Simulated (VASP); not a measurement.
Write the native input for VASP 6.6.1 that does the following.

```
Task                   : single point
Functional             : r2SCAN
Potentials or basis    : VASP PAW PBE potentials, release 64 (Al)
Cutoff                 : 520 eV
k mesh                 : 18 × 18 × 10
Occupations            : gaussian, width 0.15 eV
Spin                   : no spin polarisation
Dipole correction      : no
Further INCAR settings : ALGO = Normal; EDIFF = 1e-07; NBANDS = 10
```

Crystal: Al.

```xyz
2
Lattice="2.8828 0.0000 0.0000 -1.4414 2.4965 0.0000 0.0000 0.0000 4.8669" Properties=species:S:1:pos:R:3 pbc="T T T"
Al    1.4414    0.8322    3.6501
Al    0.0000    1.6644    1.2167
```

This cell differs from its parent crystal: strain +0.025 along x and y, +0.000 along z.

One way to write it, as run:

POSCAR

```
Al
1.0
    2.8827667353      0.0000000000      0.0000000000
   -1.4413833676      2.4965492260      0.0000000000
    0.0000000000      0.0000000000      4.8668500000
Al
2
Direct
    0.6666666667      0.3333333333      0.7500000000
    0.3333333333      0.6666666667      0.2500000000
```

INCAR.step1

```
SYSTEM = Al
PREC     = Accurate       ! precision mode
ENCUT    = 520            ! plane-wave cutoff, eV
ISMEAR   = 0              ! smearing method
SIGMA    = 0.15           ! smearing width, eV
LREAL    = .FALSE.        ! projectors in reciprocal space
LASPH    = .TRUE.         ! aspherical terms in the spheres
NELM     = 100            ! most SCF steps
NBANDS   = 10             ! bands
GGA      = PE             ! functional
ALGO     = Normal         ! electronic algorithm
EDIFF    = 1E-4           ! SCF threshold, eV
LWAVE    = .TRUE.         ! write WAVECAR
LCHARG   = .FALSE.        ! write CHGCAR
```

INCAR.step2

```
SYSTEM = Al
PREC     = Accurate       ! precision mode
ENCUT    = 520            ! plane-wave cutoff, eV
EDIFF    = 1E-7           ! SCF threshold, eV
ISMEAR   = 0              ! smearing method
SIGMA    = 0.15           ! smearing width, eV
LREAL    = .FALSE.        ! projectors in reciprocal space
LASPH    = .TRUE.         ! aspherical terms in the spheres
NELM     = 100            ! most SCF steps
ALGO     = Normal         ! electronic algorithm
ISIF     = 2              ! what is computed and relaxed
LWAVE    = .FALSE.        ! write WAVECAR
LCHARG   = .FALSE.        ! write CHGCAR
METAGGA  = R2SCAN         ! meta-GGA
LMIXTAU  = .TRUE.       
NBANDS   = 10             ! bands
ISTART   = 1
```

KPOINTS

```
regular mesh
0
G
  18 18 10
  0 0 0
```

Potentials or basis: VASP PAW PBE potentials, release 64 (Al).

Launch:

```console
$ cat potpaw_PBE.64/Al/POTCAR > POTCAR
$ cp INCAR.step1 INCAR
$ mpirun -np 1 vasp_std > vasp.out
$ cp INCAR.step2 INCAR
$ mpirun -np 1 vasp_std > vasp.out
```

It gave:

```
Pressure               : -6.7 GPa
Band gap on the k mesh : zero (band 3 reaches 11.35 eV, above the bottom of band 4 at 4.19 eV)
```

Caveat: the cell differs from its parent crystal (strain +0.025 along x and y, +0.000 along z); the PAW data sets were made with another functional, which shifts forces and pressure a little.

Wall time 2.4 min on 1 thread of AMD EPYC 9R45 96-Core Processor (Zen 5), with other jobs on the host, peak memory 0.17 GiB.
